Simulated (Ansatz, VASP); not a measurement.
**Two plane-wave programs on AlAs**

```xyz
2
Lattice="0.0000 2.7123 2.7123 2.7123 0.0000 2.7123 2.7123 2.7123 0.0000" Properties=species:S:1:pos:R:3 pbc="T T T"
Al    0.0000    0.0000    0.0000
As    1.3562    1.3562    1.3562
```

Alike in both runs: task single point; functional PBE; k mesh 6 × 6 × 6; no spin polarisation.

|  | VASP | Ansatz |
| --- | --- | --- |
| version | VASP 6.6.1 | Ansatz 0.2.0 |
| potentials or method | VASP PAW PBE potentials, release 64 (Al, As), cutoff 500 eV | plane waves, PAW |
| occupations | gaussian, width 0.01 eV | fixed |
| valence electrons in the cell | 8 | 18 |

|  | VASP | Ansatz | Ansatz less VASP |
| --- | --- | --- | --- |
| pressure (GPa) | 15.9 | 15.6 | -0.34 |

VASP's potentials hold 8 valence electrons a cell and Ansatz's 18, so a difference there can come from the potentials and not from the codes.
